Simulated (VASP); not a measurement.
Input of a VASP 6.6.1 run:

The input POSCAR:

```
B2H4CF6
1.0
    8.5172090000      0.0000000000      0.0000000000
    0.0000000000      8.5172090000      0.0000000000
    0.0000000000      0.0000000000      8.5172090000
C H B F
3 12 6 18
Direct
    0.4539632643      0.4436899458      0.6320380303
    0.5808123295      0.1011129350      0.3353328538
    0.3612920618      0.2287486429      0.0232235701
    0.5592794541      0.4880706814      0.5949131928
    0.4791945343      0.4498069732      0.7827446761
    0.4359057057      0.3390547303      0.5877159995
    0.3446903792      0.5030286330      0.5985646237
    0.7018261499      0.1265555418      0.2938638702
    0.4983909635      0.1837691197      0.2759119801
    0.5597725734      0.1440025717      0.4604207787
    0.5482429749     -0.0213332795      0.3227935348
    0.4584013378      0.1372632749      0.0024538555
    0.2618463396      0.1659698617     -0.0097332354
    0.3849500464      0.3281121785     -0.0288122553
    0.3557738222      0.2526884100      0.1522094855
    0.6759608693      0.8739952254      0.9645178368
    1.0063155665      0.4680171638      0.4328648035
    0.8362011546      0.9150297944      0.5920131818
    0.1159652182      0.9588821878      0.2597447121
    0.9684393092      0.3479191364      0.8363303049
    0.5837827861      0.5564381478      0.1995254549
    0.5819042365      0.7504923268      0.9935296880
    0.8300254226      0.8425764825      0.9599506129
    0.6331064554      1.0164127709      0.9355529493
    1.1175257059      0.5432530774      0.5296922971
    1.0519291002      0.4468717393      0.2840249664
    0.8505133548      0.4494430042      0.4662325417
    0.8336064079      1.0663117460      0.6452935463
    0.9212290082      0.8706960226      0.4796759126
    0.7241808907      0.8227225609      0.6375210471
    0.0962169650      0.8146917611      0.2233008489
    0.0147113920      1.0649028338      0.2234652220
    0.2420863454      0.9924964856      0.3502673235
    0.8679486437      0.4783609279      0.8289100338
    1.0761623908      0.3429644617      0.7229950562
    0.9380420276      0.2463483049      0.9399675410
    0.6676952509      0.4521316783      0.1298312628
    0.6579620155      0.6756438641      0.2783893174
    0.4305400983      0.5537259917      0.2160449509
```

Contents of INCAR.step1:

```
SYSTEM = B2H4CF6
PREC = Accurate ; ENCUT = 520
ISMEAR = -1 ; SIGMA = 0.05
LREAL = Auto ; LASPH = .TRUE.
NELM = 80 ; NBANDS = 109
GGA = PE ; ALGO = Normal
EDIFF = 1E-4 ; LWAVE = .TRUE.
LCHARG = .FALSE.
```

File INCAR.step2:

```
SYSTEM = B2H4CF6
PREC = Accurate ; ENCUT = 520
EDIFF = 1E-6 ; ISMEAR = -1
SIGMA = 0.05 ; LREAL = Auto
LASPH = .TRUE. ; NELM = 80
ALGO = Normal ; ISIF = 2
LWAVE = .FALSE. ; LCHARG = .TRUE.
METAGGA = R2SCAN ; LMIXTAU = .TRUE.
IVDW = 12 ; VDW_S6 = 1.0
VDW_S8 = 0.78981345 ; VDW_A1 = 0.49484001
VDW_A2 = 5.73083694 ; LELF = .TRUE.
LVHAR = .TRUE. ; NBANDS = 109
ISTART = 1
```

The input KPOINTS:

```
Automatic mesh
0
G
  1 1 1
  0 0 0
```

Potentials or basis: VASP PAW PBE potentials, release 64 (C, H, B, F).

Command:

```sh
$ cat potpaw_PBE.64/C/POTCAR potpaw_PBE.64/H/POTCAR potpaw_PBE.64/B/POTCAR potpaw_PBE.64/F/POTCAR > POTCAR
$ cp INCAR.step1 INCAR
$ mpirun -np 1 vasp_gam > vasp.out
$ cp INCAR.step2 INCAR
$ mpirun -np 1 vasp_gam > vasp.out
```

(1) What does it give for the pressure?

(2) Estimate the largest force.

(3) What does it give for the band gap on the k mesh?

(4) Estimate the dispersion energy per atom.

## Answers

(1) -0.1 GPa.

(2) 7.005 eV/Å.

(3) 6.64 eV.

(4) -0.016 eV.

Caveat: the k points lie up to 0.74 Å⁻¹ apart; the PAW data sets were made with another functional, which shifts forces and pressure a little.
